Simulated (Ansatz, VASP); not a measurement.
**One calculation of Ge, two programs**

File INCAR:

```
SYSTEM = Ge
  ALGO = Normal
  EDIFF = 1E-7
  ENCUT = 520
  GGA = PS
  ISIF = 2
  ISMEAR = 0
  LASPH = .True.
  LCHARG = .False.
  LREAL = .False.
  LWAVE = .False.
  NBANDS = 21
  NELM = 100
  PREC = Accurate
  SIGMA = 0.15
```

Contents of KPOINTS:

```
k-points
0
Gamma
  18 18 10
  0 0 0
```

Contents of POSCAR:

```
Ge
1.0
    1.4954931896     -2.6076630580      0.0000000000
    1.4954931896      2.6076630580      0.0000000000
    0.0000000000      0.0000000000      4.7275957900
Ge
2
Direct
    0.6665533700      0.3334466300      0.2500000000
    0.3334466300      0.6665533700      0.7500000000
```

Input for Ansatz:

```yaml
crystal:
  lattice:
    - [1.4954931896, -2.607663058, 0.0]
    - [1.4954931896, 2.607663058, 0.0]
    - [0.0, 0.0, 4.72759579]
  atoms:
    - { symbol: Ge, position: [0.66655337, 0.33344663, 0.25] }
    - { symbol: Ge, position: [0.33344663, 0.66655337, 0.75] }
basis:
  ecutwfc: 420
kpoints:
  mp_grid: { grid: [18, 18, 10] }
hamiltonian:
  xc: pbesol
scf:
  occupations: { method: gaussian, width: 0.15 }
output:
  forces: true
  stress: true
  eigenvalues: true
```

Change from the starting cell: strain +0.0050 x Voigt [1, 1, 0, 0, 0, 0], atoms carried along.

Alike in both runs: task single point; functional PBEsol; k mesh 18 × 18 × 10; occupations gaussian, width 0.15 eV; no spin polarisation.

|  | VASP | Ansatz |
| --- | --- | --- |
| version | VASP 6.6.1 | Ansatz 0.2.0 |
| potentials or method | VASP PAW PBE potentials, release 64 (Ge_d), cutoff 520 eV | scalar-relativistic, plane waves, PAW |
| valence electrons in the cell | 28 | 28 |

```csv
,VASP,Ansatz,Ansatz less VASP
gap on the k mesh at the Fermi level (eV),none,none,-
pressure (GPa),-0.3,-0.3,-0.04
"traceless stress, the component that is largest in VASP (GPa)",0.22,0.22,+0.003
```

VASP's potentials were made for PBE, not for PBEsol. A gap of «none» marks a metal or a gap that the smearing closes. With one functional, cell and mesh, what is left measures potentials, basis and numerics.
